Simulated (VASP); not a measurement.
A run of VASP 6.6.1 is set up as follows.

Contents of INCAR:

```
  PREC = Accurate
  ENCUT = 520
  EDIFF = 1E-6
  ISMEAR = -1
  SIGMA = 0.1
  LREAL = False
  LASPH = True
  NELM = 100
  ALGO = Normal
  ISIF = 2
  LWAVE = False
  LCHARG = False
  GGA = RE
  NBANDS = 18
```

File KPOINTS:

```
Automatic mesh
0
Gamma
  10 10 10
```

File POSCAR:

```
Ag
1.0
    0.0000000000      3.0332338697      3.0332338697
    3.0332338697      0.0000000000      3.0332338697
    3.0332338697      3.0332338697      0.0000000000
Ag
2
Direct
    0.1250000000      0.1250000000      0.1250000000
    0.8750000000      0.8750000000      0.8750000000
```

Potentials or basis: VASP PAW PBE potentials, release 64 (Ag).

Run with:

```bash
$ cat potpaw_PBE.64/Ag/POTCAR > POTCAR
$ mpirun -np 1 vasp_std > vasp.out
```

(1) What does it give for the pressure?

(2) Predict the band gap on the k mesh.

Results:

(1) 4.3 GPa.

(2) zero (band 11 reaches 3.82 eV, above the bottom of band 12 at 2.66 eV).

Caveat: the PAW data sets were made with another functional, which shifts forces and pressure a little.
